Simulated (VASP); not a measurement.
# Se (P-1) in VASP: a series of runs, part 2 of 2

VASP 6.6.1. The steps go on from the part before.

## 4. Single point, PBE

This run uses another cell than the first one, of 31.52 Å³/atom, 1.055 times its volume.

File INCAR:

```
SYSTEM = Se
  ALGO = Normal
  EDIFF = 1E-7
  ENCUT = 520
  GGA = PE
  ISIF = 2
  ISMEAR = 0
  LASPH = .True.
  LCHARG = .False.
  LREAL = .False.
  LWAVE = .False.
  NBANDS = 13
  NELM = 100
  PREC = Accurate
  SIGMA = 0.1
```

File KPOINTS:

```
k-points
0
Gamma
  16 16 12
  0 0 0
```

File POSCAR:

```
Se
1.0
    3.6632501092     -0.0057255700      0.0369469951
   -0.0202874959      3.6635655632      0.0183580328
   -1.7409818648     -0.2895034205      4.6777193492
Se
2
Direct
    0.8205740760      0.2253635050      0.0818173501
    0.1794259240      0.7746364950      0.9181826499
```

Command:

```
$ cat potpaw_PBE.64/Se/POTCAR > POTCAR
$ mpirun -np 1 vasp_std > vasp.out
```

Wall time 8.1 min (1 thread of AMD EPYC 9R45 (Zen 5), shared host); peak memory 1 GiB.

It converged, with:

* Free energy: -6.7181 eV
* Pressure: 0.1 GPa
* Largest force: 0.025 eV/Å
* Band gap on the k mesh: zero (band 6 reaches 1.94 eV, above the bottom of band 7 at 1.89 eV)

Forces on the atoms (eV/Å):
```
Se  -0.016  0.017  0.008
Se   0.016 -0.017 -0.008
```

Stress tensor (GPa, compression positive):
```
 0.08 -0.05 -0.02
-0.05  0.08  0.04
-0.02  0.04  0.03
```

Levels at points of the mesh, in eV from the Fermi level:
| k point | band 4 | band 5 | band 6 | band 7 | band 8 | band 9 |
| --- | --- | --- | --- | --- | --- | --- |
| (0.00, 0.00, 0.00) | -3.83 | -3.04 | -0.96 | 1.37 | 2.99 | 4.75 |
| (0.50, 0.00, 0.00) | -3.65 | -2.35 | -0.87 | 0.45 | 0.65 | 5.79 |
| (0.00, 0.50, 0.00) | -3.41 | -2.09 | -1.00 | 0.49 | 0.57 | 5.06 |
| (0.50, 0.50, 0.00) | -6.32 | -2.00 | -1.57 | 1.96 | 2.35 | 8.11 |
| (0.00, 0.00, 0.50) | -3.83 | -3.81 | -0.04 | 1.35 | 2.91 | 5.35 |
| (0.50, 0.00, 0.50) | -3.48 | -2.26 | -1.09 | 0.42 | 0.91 | 5.02 |
| (0.00, 0.50, 0.50) | -3.78 | -2.33 | -1.06 | 0.62 | 0.72 | 7.03 |
| (0.50, 0.50, 0.50) | -6.38 | -2.07 | -1.56 | 2.05 | 2.46 | 7.95 |

## 5. Single point, PBE

File INCAR:

```
SYSTEM = Se
PREC = Accurate
ENCUT = 520
EDIFF = 1E-7
ISMEAR = 0
SIGMA = 0.1
LREAL = .FALSE.
LASPH = .TRUE.
NELM = 100
ALGO = Normal
ISIF = 2
LWAVE = .FALSE.
LCHARG = .FALSE.
GGA = PE
NBANDS = 13
```

File KPOINTS:

```
Automatic mesh
0
G
  6 6 4
  0 0 0
```

File POSCAR:

```
Se
1.0
    3.6508025357      0.0011335694      0.0093444722
   -0.0155998705      3.6450699297     -0.0009598209
   -0.3178314323     -1.7783667788      4.4908182081
Se
2
Direct
    0.7708419299      0.1781198713      0.9143087737
    0.2291580701      0.8218801287      0.0856912263
```

Command:

```
$ cat potpaw_PBE.64/Se/POTCAR > POTCAR
$ mpirun -np 1 vasp_std > vasp.out
```

Wall time 24 s (1 thread of AMD EPYC 9R45 (Zen 5), shared host); peak memory 0.17 GiB.

The run converged. Its results:

```
Free energy            : -6.7370 eV
Pressure               : 0.2 GPa
Largest force          : 0.039 eV/Å
Band gap on the k mesh : 0.27 eV, indirect (least direct gap 0.96 eV)
```

Forces on the atoms (eV/Å):
```
Se  -0.018  0.033  0.011
Se   0.018 -0.033 -0.011
```

Stress tensor (GPa, compression positive):
```
 0.15  0.03  0.09
 0.03  0.17 -0.06
 0.09 -0.06  0.21
```

Levels at points of the mesh, in eV from the valence-band top:
```csv
k point,band 4,band 5,band 6,band 7,band 8,band 9
"(0.00, 0.00, 0.00)",-3.90,-2.96,-1.10,1.50,2.98,4.90
"(0.50, 0.00, 0.00)",-3.33,-2.09,-1.00,0.37,0.51,5.00
"(0.00, 0.50, 0.00)",-3.73,-2.40,-0.88,0.37,0.60,5.80
"(0.50, 0.50, 0.00)",-6.44,-2.05,-1.63,1.84,2.23,8.17
"(0.00, 0.00, 0.50)",-3.95,-3.90,0.00,1.44,2.89,5.21
"(0.50, 0.00, 0.50)",-3.89,-2.37,-1.08,0.55,0.68,7.30
"(0.00, 0.50, 0.50)",-3.46,-2.28,-1.13,0.28,0.92,4.92
"(0.50, 0.50, 0.50)",-6.52,-2.05,-1.64,2.06,2.38,7.89
```

## 6. Relaxation of cell and atoms, PBE

File INCAR:

```
SYSTEM = Se
ALGO = Normal
EDIFF = 1E-6
EDIFFG = -0.04
ENCUT = 600
GGA = PE
IBRION = 2
ISIF = 3
ISMEAR = 0
LASPH = .True.
LCHARG = .False.
LREAL = .False.
LWAVE = .False.
NELM = 100
NSW = 90
PREC = Accurate
SIGMA = 0.1
```

File KPOINTS:

```
k-points
0
Gamma
  6 6 4
  0 0 0
```

File POSCAR:

```
Se
1.0
    3.6655588015      0.0000000000      0.0000000000
   -0.0168017223      3.6676427519      0.0000000000
   -0.3299282450     -1.7881572040      4.4411357696
Se
2
Direct
    0.7719053746      0.1757614947      0.9149508972
    0.2280946254      0.8242385053      0.0850491028
```

Potentials or basis: VASP PAW PBE potentials, release 64 (Se).

Command:

```
$ cat potpaw_PBE.64/Se/POTCAR > POTCAR
$ mpirun -np 1 vasp_std > vasp.out
```

Run time: 2.1 min. Hardware: 1 thread of AMD EPYC 9R45 (Zen 5), shared host; peak memory 0.19 GiB.

The run converged. Its results:

```
Free energy                            : -6.7386 eV
Relaxed volume                         : 30.29 Å³/atom
Relaxed cell                           : a = 3.642 Å, b = 3.637 Å, c = 4.930 Å, α = 111.73°, β = 92.97°, γ = 90.02°
Space group after relaxing (to 0.05 Å) : P-1 (No. 2)
Energy gained by relaxing              : 2.1 meV/atom
Ionic steps                            : 10
Pressure after relaxing                : 0.1 GPa
Largest force after relaxing           : 0.029 eV/Å
Band gap on the k mesh                 : 0.24 eV, indirect (least direct gap 1.04 eV)
```

Forces on the atoms (eV/Å):
```
Se   0.015 -0.017 -0.018
Se  -0.015  0.017  0.018
```

Stress tensor (GPa, compression positive):
```
 0.07  0.02 -0.01
 0.02  0.02  0.04
-0.01  0.04  0.20
```

Step by step:
```csv
step,energy change (eV),largest force (eV/Å),pressure (GPa),volume (Å³)
1,0.0000,0.0958,0.08,59.71
2,-0.0010,0.0147,-0.14,59.84
3,-0.0010,0.0168,-0.17,59.85
4,-0.0018,0.0249,-0.03,59.76
5,-0.0024,0.0455,0.23,59.59
6,-0.0029,0.0561,0.11,59.81
7,-0.0029,0.0635,0.05,59.91
8,-0.0034,0.0514,0.01,60.10
9,-0.0038,0.0486,-0.09,60.52
10,-0.0041,0.0291,0.10,60.58
```

Final structure:
```
Se
1.0
     3.64231    0.00777    0.03260
    -0.00898    3.63695   -0.02120
    -0.29223   -1.79922    4.58099
Se
2
Direct
  0.77021 0.18174 0.91671
  0.22979 0.81826 0.08329
```

Levels at points of the mesh, in eV from the valence-band top:
| k point | band 2 | band 3 | band 4 | band 5 | band 6 | band 7 | band 8 | band 9 | band 10 |
| --- | --- | --- | --- | --- | --- | --- | --- | --- | --- |
| (0.00, 0.00, 0.00) | -10.13 | -4.36 | -3.91 | -3.00 | -1.03 | 1.68 | 3.01 | 4.85 | 5.03 |
| (0.50, 0.00, 0.00) | -12.92 | -3.66 | -3.28 | -2.12 | -0.97 | 0.32 | 0.51 | 5.05 | 5.63 |
| (0.00, 0.50, 0.00) | -12.84 | -3.91 | -3.66 | -2.31 | -0.91 | 0.37 | 0.56 | 5.81 | 7.70 |
| (0.50, 0.50, 0.00) | -12.65 | -6.71 | -6.51 | -1.98 | -1.63 | 1.91 | 2.23 | 8.26 | 8.35 |
| (0.00, 0.00, 0.50) | -10.31 | -4.32 | -3.91 | -3.90 | 0.00 | 1.63 | 2.94 | 5.09 | 7.90 |
| (0.50, 0.00, 0.50) | -12.86 | -4.22 | -3.79 | -2.32 | -1.05 | 0.47 | 0.65 | 7.24 | 7.75 |
| (0.00, 0.50, 0.50) | -12.91 | -4.01 | -3.40 | -2.21 | -1.11 | 0.24 | 0.87 | 4.98 | 7.61 |
| (0.50, 0.50, 0.50) | -12.64 | -6.73 | -6.58 | -1.98 | -1.59 | 2.10 | 2.40 | 7.94 | 8.49 |

A k mesh can miss the band edges.

## 7. Single point, PBE

This run uses another cell than the first one, of 31.59 Å³/atom, 1.057 times its volume.

File INCAR:

```
SYSTEM = Se
PREC = Accurate
ENCUT = 520
EDIFF = 1E-6
ISMEAR = 0
SIGMA = 0.01
LREAL = .False.
LASPH = .True.
NELM = 100
ALGO = Normal
ISIF = 2
LWAVE = .False.
LCHARG = .False.
GGA = PE
NBANDS = 13
```

File KPOINTS:

```
regular mesh
0
Gamma
  10 10 8
  0 0 0
```

File POSCAR:

```
Se
1.0
    3.6696689687     -0.0098100945      0.0345784114
   -0.0244162242      3.6685770276      0.0187810577
   -1.7467070703     -0.2874171270      4.6753538173
Se
2
Direct
    0.8203282459      0.2249885173      0.0807812468
    0.1796717541      0.7750114827      0.9192187532
```

Command:

```
$ cat potpaw_PBE.64/Se/POTCAR > POTCAR
$ mpirun -np 1 vasp_std > vasp.out
```

It took 2 min on 1 thread of AMD EPYC 9R45 (Zen 5), shared host; peak memory 0.36 GiB.

Results (log left out):

```yaml
Free_energy: -6.7192 eV
Pressure: 0.1 GPa
Largest_force: 0.024 eV/Å
Band_gap_on_the_k_mesh: zero (band 6 reaches 1.85 eV, above the bottom of band 7 at 1.74 eV)
```

Forces on the atoms (eV/Å):
```
Se  -0.016  0.013  0.013
Se   0.016 -0.013 -0.013
```

Levels at points of the mesh, in eV from the Fermi level:
```
           k point  band 2  band 3  band 4  band 5  band 6  band 7  band 8  band 9  band 10  band 11
(0.00, 0.00, 0.00)  -10.04   -4.23   -3.73   -2.94   -0.81    1.49    3.10    4.85     5.46    10.16
(0.50, 0.00, 0.00)  -12.52   -3.80   -3.52   -2.24   -0.76    0.56    0.74    5.93     7.45     8.77
(0.00, 0.50, 0.00)  -12.63   -3.61   -3.29   -1.98   -0.89    0.58    0.68    5.18     5.80     9.37
(0.50, 0.50, 0.00)  -12.51   -6.47   -6.19   -1.87   -1.45    2.12    2.50    8.20     8.31     9.49
(0.00, 0.00, 0.50)  -10.17   -4.19   -3.73   -3.71    0.10    1.47    3.02    5.49     7.63     9.82
(0.50, 0.00, 0.50)  -12.58   -3.92   -3.36   -2.14   -0.98    0.52    1.01    5.15     7.78     9.43
(0.00, 0.50, 0.50)  -12.58   -4.07   -3.65   -2.23   -0.95    0.70    0.82    7.16     7.80    10.37
(0.50, 0.50, 0.50)  -12.50   -6.48   -6.25   -1.94   -1.44    2.22    2.61    8.06     8.56     9.77
```

## 8. The runs side by side

| task | cell | k mesh | cutoff (eV) | smearing | gap on the mesh (eV) | pressure (GPa) | relaxed volume (Å³/atom) | largest force (eV/Å) |
| --- | --- | --- | --- | --- | --- | --- | --- | --- |
| relaxation of cell and atoms | relaxed from a = 3.645, b = 3.651, c = 4.841 Å, angles 93.6, 111.6, 90.2°, 2 atoms | 10 × 10 × 8 | 600 | gaussian 0.01 eV | none | 0.0 | 31.46 | 0.01 |
| single point | a = 3.668, b = 5.854, c = 4.799 Å, angles 57.1, 68.1, 108.6°, 2 atoms | 6 × 4 × 6 | 520 | gaussian 0.1 eV | none | 0.2 | - | 0.03 |
| single point | a = 3.663, b = 3.664, c = 5.000 Å, angles 92.9, 109.8, 90.4°, 2 atoms | 16 × 16 × 12 | 520 | gaussian 0.1 eV | none | 0.1 | - | 0.02 |
| single point | a = 3.651, b = 3.645, c = 4.841 Å, angles 111.6, 93.6, 90.2°, 2 atoms | 6 × 6 × 4 | 520 | gaussian 0.1 eV | 0.27 | 0.2 | - | 0.04 |
| relaxation of cell and atoms | relaxed from a = 3.666, b = 3.668, c = 4.799 Å, angles 111.9, 93.9, 90.3°, 2 atoms | 6 × 6 × 4 | 600 | gaussian 0.1 eV | 0.24 | 0.1 | 30.29 | 0.03 |
| single point | a = 3.670, b = 3.669, c = 4.999 Å, angles 92.9, 109.9, 90.5°, 2 atoms | 10 × 10 × 8 | 520 | gaussian 0.01 eV | none | 0.1 | - | 0.02 |

Alike in all rows: level PBE; potentials or basis VASP PAW PBE potentials, release 64 (Se); no spin polarisation.

Caveats: some runs use coarse meshes.

Absolute energies hang on the potentials; compare differences alone.
